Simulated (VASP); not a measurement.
# Co (P6_3/mmc) in VASP: notebook

Runs on Co. Level: LDA. Tasks: relaxation of cell and atoms, relaxation of shape and atoms at fixed volume.

Everything below comes from runs of VASP 6.6.1. Logs are shortened: lines on timing, memory, paths and dates and some standing lists are left out, and cuts for length are marked.

**1. The cell of the first run**

Symmetry: P6_3/mmc, No. 194, hexagonal system. The conventional cell has a = 2.429 Å, b = 2.429 Å, c = 3.918 Å, α = 90.00°, β = 90.00°, γ = 120.00°. Within 3.2 Å of Co (site symmetry -6m2) lie 12 Co at 2.41 to 2.43 Å.

**2. Relaxation of cell and atoms, LDA, collinear spin, ferromagnetic start**

The input, INCAR:

```
SYSTEM = Co
PREC = Accurate ; ENCUT = 600
EDIFF = 1E-7 ; ISMEAR = 0
SIGMA = 0.05 ; LREAL = .False.
LASPH = .True. ; NELM = 150
ALGO = Normal ; ISIF = 3
LWAVE = .False. ; LCHARG = .False.
ISPIN = 2 ; MAGMOM = 1.72 1.72
LORBIT = 11 ; LMAXMIX = 4
GGA = CA ; IBRION = 2
NSW = 50 ; EDIFFG = -0.01
```

The input, KPOINTS:

```
Automatic mesh
0
Gamma
  20 20 12
  0 0 0
```

The input, POSCAR:

```
Co
1.0
    2.4294651523      0.0000000000      0.0000000000
   -1.2147325761      2.1039785395      0.0000000000
    0.0000000000      0.0000000000      3.9179744593
Co
2
Direct
    0.3333333333      0.6666666667      0.2500000000
    0.6666666667      0.3333333333      0.7500000000
```

Potentials or basis: VASP PAW LDA potentials, release 64 (Co).

Launch:

```bash
> cat potpaw_LDA.64/Co/POTCAR > POTCAR
> mpirun -np 1 vasp_std > vasp.out
```

OUTCAR:

```text
SYSTEM = Co
   PREC = Accurate
   ENCUT = 600
   EDIFF = 1E-7
   ISMEAR = 0
   LREAL = .False.
   LASPH = .True.
   NELM = 150
   ISIF = 3
   ISPIN = 2
   LORBIT = 11
   GGA = CA
   IBRION = 2
   NSW = 50
   EDIFFG = -0.01

 ion  position               nearest neighbor table
   1  0.333  0.667  0.250-   2 2.41   2 2.41   2 2.41   2 2.41   2 2.41   2 2.41
   2  0.667  0.333  0.750-   1 2.41   1 2.41   1 2.41   1 2.41   1 2.41   1 2.41

  LATTYP: Found a hexagonal cell.
 ALAT       =     2.4294651523
 C/A-ratio  =     1.6126901247

  Lattice vectors:

 A1 = (   2.4294651523,   0.0000000000,   0.0000000000)
 A2 = (  -1.2147325761,   2.1039785395,   0.0000000000)
 A3 = (   0.0000000000,   0.0000000000,   3.9179744593)

Analysis of symmetry for initial positions (statically):
=====================================================================
 Subroutine PRICEL returns:
 Original cell was already a primitive cell.

 Routine SETGRP: Setting up the symmetry group for a
 hexagonal supercell.

 Subroutine GETGRP returns: Found 24 space group operations
 (whereof 12 operations were pure point group operations)
 out of a pool of 24 trial point group operations.

The static configuration has the point symmetry D_3d.
 The point group associated with its full space group is D_6h.

Analysis of symmetry for dynamics (positions and initial velocities):
=====================================================================
 Subroutine PRICEL returns:
 Original cell was already a primitive cell.

 Routine SETGRP: Setting up the symmetry group for a
 hexagonal supercell.

 Subroutine GETGRP returns: Found 24 space group operations
 (whereof 12 operations were pure point group operations)
 out of a pool of 24 trial point group operations.

The dynamic configuration has the point symmetry D_3d.
 The point group associated with its full space group is D_6h.

Analysis of structural, dynamic, and magnetic symmetry:
=====================================================================
 Subroutine PRICEL returns:
 Original cell was already a primitive cell.

 Routine SETGRP: Setting up the symmetry group for a
 hexagonal supercell.

 Subroutine GETGRP returns: Found 24 space group operations
 (whereof 12 operations were pure point group operations)
 out of a pool of 24 trial point group operations.

The overall configuration has the point symmetry D_3d.
 The point group associated with its full space group is D_6h.

 Subroutine INISYM returns: Found 24 space group operations
 (whereof 12 operations are pure point group operations),
 and found     1 'primitive' translations

----------------------------------------------------------------------------------------

                                     Primitive cell

  volume of cell :      20.0269

  direct lattice vectors                    reciprocal lattice vectors
     2.429465152  0.000000000  0.000000000     0.411613231  0.237645009  0.000000000
    -1.214732576  2.103978539  0.000000000     0.000000000  0.475290019  0.000000000
     0.000000000  0.000000000  3.917974459     0.000000000  0.000000000  0.255233925

  length of vectors
     2.429465152  2.429465152  3.917974459     0.475290019  0.475290019  0.255233925

  position of ions in fractional coordinates (direct lattice)
     0.333333333  0.666666667  0.250000000
     0.666666667  0.333333333  0.750000000

  ion indices of the primitive-cell ions
   primitive index   ion index
                 1           1
                 2           2

----------------------------------------------------------------------------------------

 KPOINTS: Automatic mesh

Automatic generation of k-mesh.
 Grid dimensions read from file:
 generate k-points for:   20   20   12

 Generating k-lattice:

  Cartesian coordinates                     Fractional coordinates (reciprocal lattice)
     0.020580662  0.011882250  0.000000000     0.050000000  0.000000000  0.000000000
     0.000000000  0.023764501  0.000000000     0.000000000  0.050000000  0.000000000
     0.000000000  0.000000000  0.021269494     0.000000000  0.000000000  0.083333333

  Length of vectors
     0.023764501  0.023764501  0.021269494

  Shift w.r.t. Gamma in fractional coordinates (k-lattice)
     0.000000000  0.000000000  0.000000000

 Subroutine IBZKPT returns following result:
 ===========================================

 Found    308 irreducible k-points:

 Following reciprocal coordinates:
            Coordinates               Weight
  0.000000  0.000000  0.000000      1.000000
  0.050000 -0.000000  0.000000      6.000000
  0.100000 -0.000000  0.000000      6.000000
  0.150000 -0.000000  0.000000      6.000000
  0.200000 -0.000000  0.000000      6.000000
  0.250000 -0.000000  0.000000      6.000000
[... 16 lines left out ...]
  0.200000  0.100000  0.000000     12.000000
  0.250000  0.100000  0.000000     12.000000
 [... further k-points ...]
   k-points           NKPTS =    308   k-points in BZ     NKDIM =    308   number of bands    NBANDS=     15
   number of dos      NEDOS =    301   number of ions     NIONS =      2
   total plane-waves  NPLWV =  12800
   dimension x,y,z NGX =    20 NGY =   20 NGZ =   32
   dimension x,y,z NGXF=    40 NGYF=   40 NGZF=   64
   ions per type =               2
   NGX,Y,Z   is equivalent  to a cutoff of  13.69, 13.69, 13.58 a.u.
   NGXF,Y,Z  is equivalent  to a cutoff of  27.37, 27.37, 27.16 a.u.
 SYSTEM =  Co
   PREC   = accura    normal or accurate (medium, high low for compatibility)
   ISTART =      0    job   : 0-new  1-cont  2-samecut
   ICHARG =      2    charge: 1-file 2-atom 10-const
   ISPIN  =      2    spin polarized calculation?
   LNONCOLLINEAR =      F non collinear calculations
   LSORBIT =      F    spin-orbit coupling
   LASPH  =      T    aspherical Exc in radial PAW
   ENCUT  =  600.0 eV  44.10 Ry    6.64 a.u.   4.85  4.85  7.83*2*pi/ulx,y,z
   NELM   =    150;   NELMIN=  2; NELMDL= -5     # of ELM steps
   EDIFF  = 0.1E-06   stopping-criterion for ELM
   LREAL  =      F    real-space projection
   EDIFFG = -.1E-01   stopping-criterion for IOM
   NSW    =     50    number of steps for IOM
   IBRION =      2    ionic relax: 0-MD 1-quasi-New 2-CG
   NFREE  =      1    steps in history (QN), initial steepest desc. (CG)
   ISIF   =      3    stress and relaxation
   ISYM   =      2    0-nonsym 1-usesym 2-fastsym
   POTIM  = 0.5000    time-step for ionic-motion
   TEBEG  =    0.0;   TEEND  =   0.0 temperature during run
   PSTRESS=    0.0 pullay stress
   NELECT =      18.0000    total number of electrons
   NUPDOWN=      -1.0000    fix difference up-down
   EMIN   =  10.00;   EMAX   =-10.00  energy-range for DOS
   EFERMI =   0.00;   METHOD = LEGACY
   ISMEAR =     0;   SIGMA  =   0.05  broadening in eV -4-tet -1-fermi 0-gaus
   EFERMI_NEDOS =   21; number of points for ismear=-14 and -15
   IALGO  =     38    algorithm
   IMIX   =      4    mixing-type and parameters
     AMIX     =   0.40;   BMIX     =  1.00
     AMIX_MAG =   1.60;   BMIX_MAG =  1.00
  volume/ion in A,a.u.               =      10.01        67.57
  Fermi-wavevector in a.u.,A,eV,Ry     =   1.579893  2.985566 33.961004  2.496063
  Thomas-Fermi vector in A             =   2.680204
   LORBIT       =     11    0 simple, 1 ext, 2 COOP (PROOUT), +10 PAW based schemes
   GGA     = CA    functional components
   LHFCALC =     F    Hartree Fock is set to
   AEXX    =    0.0000 exact exchange contribution
   IVDW    =     0    specifies the selected vdW correction
   LEPSILON=     F    determine dielectric tensor
   LRPA    =     F    only Hartree local field effects (RPA)
 conjugate gradient relaxation of ions
 spin polarized calculation
 Gauss-broadening in eV      SIGMA  =   0.05
  energy-cutoff  :      600.00
  volume of cell :       20.03
 maximum number of plane-waves:       687
 NGX is ok and might be reduce to    20
   NGX =  9   NGY =  9   NGZ = 15

--------------------------------------- Ionic step        1  -------------------------------------------

 number of electron      18.0000004 magnetization       2.9842033

 Free energy of the ion-electron system (eV)
  ---------------------------------------------------
  ext. energy  EPLUGINS =         0.00000000
  ---------------------------------------------------
  free energy    TOTEN  =       -16.25205299 eV

  energy without entropy =      -16.25019979  energy(sigma->0) =      -16.25112639

------------------------ aborting loop because EDIFF is reached ----------------------------------------

  FORCE on cell =-STRESS in cart. coord.  units (eV):
  Direction    XX          YY          ZZ          XY          YZ          ZX
  --------------------------------------------------------------------------------------
  -------------------------------------------------------------------------------------
  Total       -0.1567484     -0.1567484     -0.1924388     -0.0000000      0.0000000      0.0000000
  in kB      -12.5400773    -12.5400773    -15.3953525     -0.0000000      0.0000000      0.0000000
  external PRESSURE =     -13.4918357 kB  Pullay stress =       0.0000000 kB
[... 57 lines left out ...]
  energy  without entropy=      -16.2497671940  energy(sigma->0) =      -16.25068012

--------------------------------------- Ionic step        3  -------------------------------------------

 number of electron      18.0000005 magnetization       2.9747215

 Free energy of the ion-electron system (eV)
  ---------------------------------------------------
  ext. energy  EPLUGINS =         0.00000000
  ---------------------------------------------------
  free energy    TOTEN  =       -16.25247662 eV

  energy without entropy =      -16.25062799  energy(sigma->0) =      -16.25155231

 E-fermi :  11.1581     XC(G=0): -14.2447

 val. band max:       11.1570756781   @ k =   0.2000   0.1500   0.3333
 cond. band min:      11.1659419972   @ k =   0.3500   0.2000   0.4167
 fundamental gap:      0.0088663191
 Fermi energy:        11.1581054050

 spin component 1

 k-point     1 :       0.0000    0.0000    0.0000
  band No.  band energies     occupation
      1       1.7663      1.00000
      2       5.7034      1.00000
      3       8.5996      1.00000
      4       8.6112      1.00000
      5       8.6112      1.00000
      6       8.9821      1.00000
      7       8.9821      1.00000
      8       9.3811      1.00000
      9       9.3811      1.00000
     10      10.6720      1.00000
     11      10.6720      1.00000
     12      11.1044      0.93572
     13      18.4631      0.00000
     14      33.8303      0.00000
     15      37.1832      0.00000
[... 399 lines left out ...]
      1       4.8681      1.00000
      2       6.7146      1.00000
      3       7.1072      1.00000
      4       7.6217      1.00000
      5       8.5222      1.00000
      6       8.7008      1.00000
      7       9.0518      1.00000
      8       9.7717      1.00000
      9      10.1786      1.00000
     10      10.6300      1.00000
     11      10.8498      1.00000
     12      17.6489      0.00000
     13      19.1211      0.00000
     14      22.8322      0.00000
     15      26.5693      0.00000

 [... further k-points ...]

 spin component 2

 k-point     1 :       0.0000    0.0000    0.0000
  band No.  band energies     occupation
      1       1.9538      1.00000
      2       6.5695      1.00000
      3       9.9745      1.00000
      4       9.9745      1.00000
      5       9.9750      1.00000
      6      10.3909      1.00000
      7      10.3909      1.00000
      8      10.8418      1.00000
      9      10.8418      1.00000
     10      11.2802      0.00028
     11      12.2308      0.00000
     12      12.2308      0.00000
     13      19.4019      0.00000
     14      33.8831      0.00000
     15      37.3276      0.00000
[... 443 lines left out ...]
  FREE ENERGIE OF THE ION-ELECTRON SYSTEM (eV)
  ---------------------------------------------------
  free  energy   TOTEN  =       -16.2524766209 eV

  energy  without entropy=      -16.2506279910  energy(sigma->0) =      -16.25155231

 reached required accuracy - stopping structural energy minimisation

 total charge

# of ion       s       p       d       tot
------------------------------------------
    1        0.525   0.593   7.343   8.461
    2        0.525   0.593   7.343   8.461
--------------------------------------------------
tot          1.050   1.187  14.685  16.922

 magnetization (x)

# of ion       s       p       d       tot
------------------------------------------
    1       -0.013  -0.039   1.532   1.480
    2       -0.013  -0.039   1.532   1.480
--------------------------------------------------
tot         -0.027  -0.077   3.063   2.960
```

Run time: 6.5 min. Hardware: 1 thread of Oxide Virtual Turin-like, shared host; peak memory 0.24 GiB.

Results:

```
Free energy                                           : -16.2525 eV
Relaxed volume                                        : 9.96 Å³/atom
Relaxed cell                                          : a = 2.426 Å, b = 2.426 Å, c = 3.911 Å, α = 90.00°, β = 90.00°, γ = 120.00°
Space group after relaxing (to 0.1 Å)                 : P6_3/mmc (No. 194)
Energy gained by relaxing                             : 0.2 meV/atom
Ionic steps                                           : 3
Pressure after relaxing                               : 0.0 GPa
Net moment                                            : 2.97 μB per cell
Site moments                                          : Co +1.48 μB
Valence electrons inside the program's atomic spheres : Co 8.46
```

Stress tensor (GPa, compression positive):
```
 0.06  0.00  0.00
 0.00  0.06  0.00
 0.00  0.00 -0.11
```

Step by step:
```csv
step,energy change (eV),largest force (eV/Å),pressure (GPa),volume (Å³)
1,0.0000,0.0000,-1.35,20.03
2,0.0005,0.0000,1.98,19.78
3,-0.0004,0.0000,0.00,19.93
```

Final structure:
```xyz
2
Lattice="2.4257 0.0000 0.0000 -1.2129 2.1007 0.0000 0.0000 0.0000 3.9105" Properties=species:S:1:pos:R:3 pbc="T T T"
Co    0.0000    1.4005    0.9776
Co    1.2129    0.7002    2.9329
```

LDA usually gives volumes a few per cent too small. Zero-point motion and thermal expansion aren't in these numbers.

**3. Relaxation of shape and atoms at fixed volume, LDA, collinear spin, ferromagnetic start (10.41 Å³/atom)**

This run uses another cell than the first one, of 10.41 Å³/atom.

The input, INCAR:

```
PREC = Accurate
ENCUT = 600
EDIFF = 1E-6
ISMEAR = 0
SIGMA = 0.05
LREAL = F
LASPH = T
NELM = 150
ALGO = Normal
ISIF = 4
LWAVE = F
LCHARG = F
ISPIN = 2
MAGMOM = 1.74 1.74
LORBIT = 11
LMAXMIX = 4
IBRION = 2
NSW = 60
EDIFFG = -0.01
```

The input, KPOINTS:

```
Automatic mesh
0
Gamma
  20 20 12
```

The input, POSCAR:

```
Co
1.0
    2.4614354653      0.0000000000      0.0000000000
   -1.2307177327      2.1316656427      0.0000000000
    0.0000000000      0.0000000000      3.9695326673
Co
2
Direct
    0.3333333333      0.6666666667      0.2500000000
    0.6666666667      0.3333333333      0.7500000000
```

Potentials or basis: VASP PAW LDA potentials, release 64 (Co).

Launch:

```bash
> cat potpaw_LDA.64/Co/POTCAR > POTCAR
> mpirun -np 1 vasp_std > vasp.out
```

Run time: 4.9 min. Hardware: 1 thread of Oxide Virtual Turin-like, shared host; peak memory 0.23 GiB.

Results (log left out):

| Quantity | Value |
| --- | --- |
| Free energy | -16.2215 eV |
| Energy gained by relaxing | 0.0 meV/atom |
| Ionic steps | 2 |
| Pressure after relaxing | -10.7 GPa |
| Net moment | 3.06 μB per cell |
| Site moments | Co +1.53 μB |
| Valence electrons inside the program's atomic spheres | Co 8.37 |

Final structure:
```
CELL_PARAMETERS angstrom
2.46205 0.00000 0.00000
-1.23103 2.13220 0.00000
0.00000 0.00000 3.96754
ATOMIC_POSITIONS crystal
Co 0.33333 0.66667 0.25000
Co 0.66667 0.33333 0.75000
```

Levels at points of the mesh, in eV from the Fermi level:
Spin up:
```
           k point  band 8  band 9  band 10  band 11  band 12  band 13
(0.00, 0.00, 0.00)   -1.76   -1.76    -0.55    -0.55    -0.02     6.89
(0.50, 0.00, 0.00)   -0.42   -0.30    -0.26     1.56     3.63    10.08
(0.00, 0.00, 0.50)   -2.55   -0.88    -0.88    -0.88    -0.88    15.64
(0.50, 0.00, 0.50)   -0.86   -0.32    -0.32     1.73     1.73     7.74
```
Spin down:
```tsv
k point	band 3	band 4	band 5	band 6	band 7	band 8	band 9	band 10	band 11	band 12
(0.00, 0.00, 0.00)	-1.07	-1.07	-1.07	-0.68	-0.68	-0.26	-0.26	0.14	1.05	1.05
(0.50, 0.00, 0.00)	-3.41	-1.79	-1.25	-1.09	-0.67	1.18	1.33	1.36	2.70	4.57
(0.00, 0.00, 0.50)	-1.61	-1.61	-1.14	-1.14	-1.14	-1.14	0.69	0.69	0.69	0.69
(0.50, 0.00, 0.50)	-2.51	-2.51	-0.13	-0.13	0.33	0.33	1.29	1.29	2.40	2.40
```

**4. Relaxation of shape and atoms at fixed volume, LDA, collinear spin, ferromagnetic start (10.21 Å³/atom)**

This run uses another cell than the first one, of 10.21 Å³/atom.

The input, INCAR:

```
  ALGO = Fast
  EDIFF = 1E-7
  EDIFFG = -0.01
  ENCUT = 600
  GGA = CA
  IBRION = 2
  ISIF = 4
  ISMEAR = 0
  ISPIN = 2
  LASPH = True
  LCHARG = False
  LMAXMIX = 4
  LORBIT = 11
  LREAL = False
  LWAVE = False
  MAGMOM = 1.72 1.72
  NELM = 150
  NSW = 60
  PREC = Accurate
  SIGMA = 0.05
```

The input, KPOINTS:

```
k-points
0
Gamma
  20 20 12
```

The input, POSCAR:

```
Co
1.0
    2.4455547944      0.0000000000      0.0000000000
   -1.2227773972      2.1179125783      0.0000000000
    0.0000000000      0.0000000000      3.9439220662
Co
2
Direct
    0.3333333333      0.6666666667      0.2500000000
    0.6666666667      0.3333333333      0.7500000000
```

Launch:

```bash
> cat potpaw_LDA.64/Co/POTCAR > POTCAR
> mpirun -np 1 vasp_std > vasp.out
```

It took 3.8 min on 1 thread of Oxide Virtual Turin-like, shared host; peak memory 0.24 GiB.

It converged, with:

| Property | Result |
| --- | --- |
| Free energy | -16.2427 eV |
| Energy gained by relaxing | 0.0 meV/atom |
| Ionic steps | 2 |
| Pressure after relaxing | -6.3 GPa |
| Net moment | 3.02 μB per cell |
| Site moments | Co +1.51 μB |
| Valence electrons inside the program's atomic spheres | Co 8.41 |

Final structure:
```
Co
1.0
     2.44618    0.00000    0.00000
    -1.22309    2.11845    0.00000
     0.00000    0.00000    3.94190
Co
2
Direct
  0.33333 0.66667 0.25000
  0.66667 0.33333 0.75000
```

Levels at points of the mesh, in eV from the Fermi level:
Spin up:
```tsv
k point	band 7	band 8	band 9	band 10	band 11	band 12	band 13	band 14
(0.00, 0.00, 0.00)	-2.15	-1.76	-1.76	-0.52	-0.52	-0.03	7.07	22.47
(0.50, 0.00, 0.00)	-2.05	-0.39	-0.26	-0.22	1.61	3.73	10.24	10.95
(0.00, 0.00, 0.50)	-2.58	-2.58	-0.87	-0.87	-0.87	-0.87	15.87	15.87
(0.50, 0.00, 0.50)	-0.84	-0.84	-0.29	-0.29	1.77	1.77	7.92	7.92
```
Spin down:
| k point | band 5 | band 6 | band 7 | band 8 | band 9 | band 10 |
| --- | --- | --- | --- | --- | --- | --- |
| (0.00, 0.00, 0.00) | -1.11 | -0.72 | -0.72 | -0.28 | -0.28 | 0.14 |
| (0.50, 0.00, 0.00) | -1.30 | -1.14 | -0.70 | 1.20 | 1.35 | 1.38 |
| (0.00, 0.00, 0.50) | -1.19 | -1.19 | -1.19 | -1.19 | 0.69 | 0.69 |
| (0.50, 0.00, 0.50) | -0.15 | -0.15 | 0.32 | 0.32 | 1.31 | 1.31 |

**5. Overview**

```csv
task,cell,gap on the mesh (eV),pressure (GPa),moment (μB)
relaxation of cell and atoms,"relaxed from a = 2.429, b = 2.429, c = 3.918 Å, angles 90.0, 90.0, 120.0°, 2 atoms",none,0.0,2.97
relaxation of shape and atoms at fixed volume,"relaxed from a = 2.461, b = 2.461, c = 3.970 Å, angles 90.0, 90.0, 120.0°, 2 atoms",none,-10.7,3.06
relaxation of shape and atoms at fixed volume,"relaxed from a = 2.446, b = 2.446, c = 3.944 Å, angles 90.0, 90.0, 120.0°, 2 atoms",none,-6.3,3.02
```

Alike in all rows: level LDA; potentials or basis VASP PAW LDA potentials, release 64 (Co); spin collinear, ferromagnetic start; k mesh 20 × 20 × 12; cutoff (eV) 600; smearing gaussian 0.05 eV.

Absolute energies hang on the potentials; compare differences alone.
